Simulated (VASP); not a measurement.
# Te2Mo (P6_3/mmc) in VASP: further runs, part 2 of 2

VASP 6.6.1. Earlier steps stand in the parts before.

## 5. Single point, PBE+D3(BJ) (23.21 Å³/atom)

This run uses another cell than the first one, of 23.21 Å³/atom.

Input file INCAR:

```
PREC = Accurate
ENCUT = 520
EDIFF = 1E-6
ISMEAR = 0
SIGMA = 0.05
LREAL = F
LASPH = T
NELM = 80
ALGO = Normal
ISIF = 2
LWAVE = F
LCHARG = F
GGA = PE
IVDW = 12
NBANDS = 35
```

Input file KPOINTS:

```
regular mesh
0
Gamma
  10 10 2
```

Input file POSCAR:

```
Te2Mo
1.0
    3.4605267783      0.0000000000      0.0000000000
   -1.7302633891      2.9969041005      0.0000000000
    0.0000000000      0.0000000000     13.4274651138
Te Mo
4 2
Direct
    0.3333333333      0.6666666667      0.6142486058
    0.6666666667      0.3333333333      0.1142486058
    0.3333333333      0.6666666667      0.8857513942
    0.6666666667      0.3333333333      0.3857513942
    0.3333333333      0.6666666667      0.2500000000
    0.6666666667      0.3333333333      0.7500000000
```

Potentials or basis: VASP PAW PBE potentials, release 64 (Te, Mo_sv).

Run with:

```bash
$ cat potpaw_PBE.64/Te/POTCAR potpaw_PBE.64/Mo_sv/POTCAR > POTCAR
$ mpirun -np 1 vasp_std > vasp.out
```

OUTCAR:

```text
PREC = Accurate
   ENCUT = 520
   EDIFF = 1E-6
   ISMEAR = 0
   LREAL = F
   LASPH = T
   NELM = 80
   ISIF = 2
   GGA = PE
   IVDW = 12
 IVDW          = 12

 ion  position               nearest neighbor table
   1  0.333  0.667  0.614-   6 2.70   6 2.70   6 2.70   3 3.65   4 3.66   4 3.66   4 3.66
   2  0.667  0.333  0.114-   5 2.70   5 2.70   5 2.70   4 3.65   3 3.66   3 3.66   3 3.66
   3  0.333  0.667  0.886-   6 2.70   6 2.70   6 2.70   1 3.65   2 3.66   2 3.66   2 3.66
   4  0.667  0.333  0.386-   5 2.70   5 2.70   5 2.70   2 3.65   1 3.66   1 3.66   1 3.66
   5  0.333  0.667  0.250-   2 2.70   4 2.70   2 2.70   4 2.70   2 2.70   4 2.70
   6  0.667  0.333  0.750-   1 2.70   3 2.70   1 2.70   3 2.70   1 2.70   3 2.70

  LATTYP: Found a hexagonal cell.
 ALAT       =     3.4605267783
 C/A-ratio  =     3.8801795143

  Lattice vectors:

 A1 = (   3.4605267783,   0.0000000000,   0.0000000000)
 A2 = (  -1.7302633891,   2.9969041005,   0.0000000000)
 A3 = (   0.0000000000,   0.0000000000,  13.4274651138)

Analysis of symmetry for initial positions (statically):
=====================================================================
 Subroutine PRICEL returns:
 Original cell was already a primitive cell.
[... 187 lines left out ...]

 k-point     1 :       0.0000    0.0000    0.0000
  band No.  band energies     occupation
      1     -51.6303      2.00000
      2     -51.6303      2.00000
      3     -25.8273      2.00000
      4     -25.8273      2.00000
      5     -25.6608      2.00000
      6     -25.6608      2.00000
[... 901 lines left out ...]
     34      12.5087      0.00000
     35      13.8865      0.00000

 [... further k-points ...]

------------------------ aborting loop because EDIFF is reached ----------------------------------------

 Edisp (eV)   -3.46257

 E8    (eV) :    -1.5943

  FORCE on cell =-STRESS in cart. coord.  units (eV):
  Direction    XX          YY          ZZ          XY          YZ          ZX
  --------------------------------------------------------------------------------------
  -------------------------------------------------------------------------------------
  Total       1.91790     1.91790     1.87692     0.00000     0.00000    -0.00000
  in kB      22.06620    22.06620    21.59466     0.00000     0.00000    -0.00000
  external pressure =       21.91 kB  Pullay stress =        0.00 kB

 VOLUME and BASIS-vectors are now :
 -----------------------------------------------------------------------------
  energy-cutoff  :      520.00
  volume of cell :      139.25
      direct lattice vectors                 reciprocal lattice vectors
     3.460526778  0.000000000  0.000000000     0.288973345  0.166838839  0.000000000
    -1.730263389  2.996904101  0.000000000     0.000000000  0.333677678  0.000000000
     0.000000000  0.000000000 13.427465114     0.000000000  0.000000000  0.074474221

 POSITION                                       TOTAL-FORCE (eV/Angst)
 -----------------------------------------------------------------------------------
     -0.00000      1.99794      8.24780        -0.000000     -0.000000     -0.009822
      1.73026      0.99897      1.53407        -0.000000      0.000000     -0.009822
     -0.00000      1.99794     11.89340        -0.000000     -0.000000      0.009822
      1.73026      0.99897      5.17966        -0.000000      0.000000      0.009822
     -0.00000      1.99794      3.35687         0.000000      0.000000      0.000000
      1.73026      0.99897     10.07060         0.000000     -0.000000      0.000000
 -----------------------------------------------------------------------------------
    total drift:                               -0.000000      0.000000     -0.000000

  FREE ENERGIE OF THE ION-ELECTRON SYSTEM (eV)
  ---------------------------------------------------
  free  energy   TOTEN  =       -39.1944167831 eV

  energy  without entropy=      -39.1944167830  energy(sigma->0) =      -39.19441678
```

OSZICAR:

```text
N       E                     dE             d eps       ncg     rms          rms(c)
DAV:   1     0.398471924347E+03    0.39847E+03   -0.27083E+04  2208   0.134E+03
DAV:   2    -0.157887721993E+02   -0.41426E+03   -0.40186E+03  2380   0.323E+02
DAV:   3    -0.365069690588E+02   -0.20718E+02   -0.20309E+02  2428   0.630E+01
DAV:   4    -0.369402057356E+02   -0.43324E+00   -0.43176E+00  2281   0.911E+00
DAV:   5    -0.369491732344E+02   -0.89675E-02   -0.89660E-02  2318   0.140E+00    0.229E+01
DAV:   6    -0.361401716127E+02    0.80900E+00   -0.49119E+00  2159   0.122E+01    0.903E+00
DAV:   7    -0.361551827254E+02   -0.15011E-01   -0.42717E+00  2070   0.970E+00    0.600E+00
DAV:   8    -0.357303570773E+02    0.42483E+00   -0.10463E+00  2072   0.552E+00    0.293E+00
DAV:   9    -0.357391485223E+02   -0.87914E-02   -0.16961E-01  2269   0.184E+00    0.127E+00
DAV:  10    -0.357316588503E+02    0.74897E-02   -0.30609E-02  2097   0.102E+00    0.439E-01
DAV:  11    -0.357319884499E+02   -0.32960E-03   -0.18768E-03  2289   0.211E-01    0.215E-01
DAV:  12    -0.357319018857E+02    0.86564E-04   -0.31693E-04  2198   0.794E-02    0.177E-01
DAV:  13    -0.357318468245E+02    0.55061E-04   -0.14532E-04  2130   0.633E-02    0.747E-02
DAV:  14    -0.357318490284E+02   -0.22039E-05   -0.72572E-06  2073   0.114E-02    0.504E-02
DAV:  15    -0.357318467624E+02    0.22660E-05   -0.10575E-06  1181   0.618E-03    0.271E-02
DAV:  16    -0.357318454921E+02    0.12704E-05   -0.29073E-06  1574   0.883E-03    0.740E-03
DAV:  17    -0.357318453504E+02    0.14164E-06   -0.17701E-07  1043   0.219E-03
   1 F= -.39194417E+02 E0= -.39194417E+02  d E =-.155801E-09
```

stdout:

```text
POSCAR found type information on POSCAR TeMo
 POSCAR found :  2 types and       6 ions
 scaLAPACK will be used
 LDA part: xc-table for (Slater+PW92), standard interpolation
 POSCAR, INCAR and KPOINTS ok, starting setup
 FFT: planning ... GRIDC
 FFT: planning ... GRID_SOFT
 FFT: planning ... GRID
 WAVECAR not read
 entering main loop
```

It took 2.2 min on 1 thread of AMD EPYC 7R43 (Zen 3), shared host; peak memory 0.28 GiB.

What came out:

- Free energy: -39.1944 eV
- Pressure: 2.2 GPa
- Largest force: 0.010 eV/Å
- Band gap on the k mesh: 0.40 eV (least direct gap 1.01 eV)
- Dispersion energy per atom: -0.577 eV

Forces in eV/Å, atoms in the order of the input:
```
Te   0.000  0.000 -0.010
Te   0.000  0.000 -0.010
Te   0.000  0.000  0.010
Te   0.000  0.000  0.010
Mo   0.000  0.000  0.000
Mo   0.000  0.000  0.000
```

Levels at points of the mesh, in eV from the valence-band top:
```csv
k point,band 22,band 23,band 24,band 25,band 26,band 27,band 28,band 29,band 30,band 31
"(0.00, 0.00, 0.00)",-1.17,-1.10,-1.10,-0.11,-0.07,2.81,2.81,2.98,2.98,3.05
"(0.50, 0.00, 0.00)",-2.08,-1.30,-1.22,-0.80,-0.28,1.20,1.29,1.29,1.79,2.41
"(0.00, 0.00, 0.50)",-1.13,-1.13,-1.13,-0.08,-0.08,2.85,2.85,2.85,2.85,3.28
"(0.50, 0.00, 0.50)",-2.28,-1.22,-1.22,-0.55,-0.55,1.23,1.23,1.57,1.57,2.94
```

Caveat: spin-orbit coupling is left out, which moves the levels of the heavy elements. A k mesh can miss the band edges.

## 6. The runs side by side

```csv
task,cell,cutoff (eV),gap on the mesh (eV),pressure (GPa),largest force (eV/Å)
single point,"a = 3.496, b = 3.496, c = 13.701 Å, angles 90.0, 90.0, 120.0°, 6 atoms, atomic positions A",500,0.59,0.0,0.01
single point,"a = 3.518, b = 3.518, c = 13.974 Å, angles 90.0, 90.0, 120.0°, 6 atoms, atomic positions B",500,0.70,-1.2,0.01
relaxation of cell and atoms,"relaxed from a = 3.496, b = 3.496, c = 13.701 Å, angles 90.0, 90.0, 120.0°, 6 atoms, atomic positions A",500,0.59,0.0,-
single point,"a = 3.461, b = 3.461, c = 13.427 Å, angles 90.0, 90.0, 120.0°, 6 atoms, atomic positions C",520,0.40,2.2,0.01
```

Alike in all rows: level PBE+D3(BJ); potentials or basis VASP PAW PBE potentials, release 64 (Te, Mo_sv); no spin polarisation; k mesh 10 × 10 × 2; smearing gaussian 0.05 eV.

Caveats: spin-orbit coupling is left out, which moves the levels of the heavy elements.

Total energies depend on the potentials used, so only differences within one code and one set of settings carry meaning.

## 7. How close it comes

Step 2. A measured gap of Te2Mo is 0.88 eV (indirect; 300 K; quoted in “Broadband infrared study of pressure-tunable Fano resonance and metallization transition in 2H-MoTe2”, 2022, pmc:9569381); the calculated 0.59 eV misses it by -0.29 eV. Spin-orbit coupling on Mo, Te is left out. The value is that of PBE+D3(BJ) on a finite k mesh, which can miss the band edges, without temperature or zero-point motion. Semilocal functionals fall short of measured gaps as a rule.
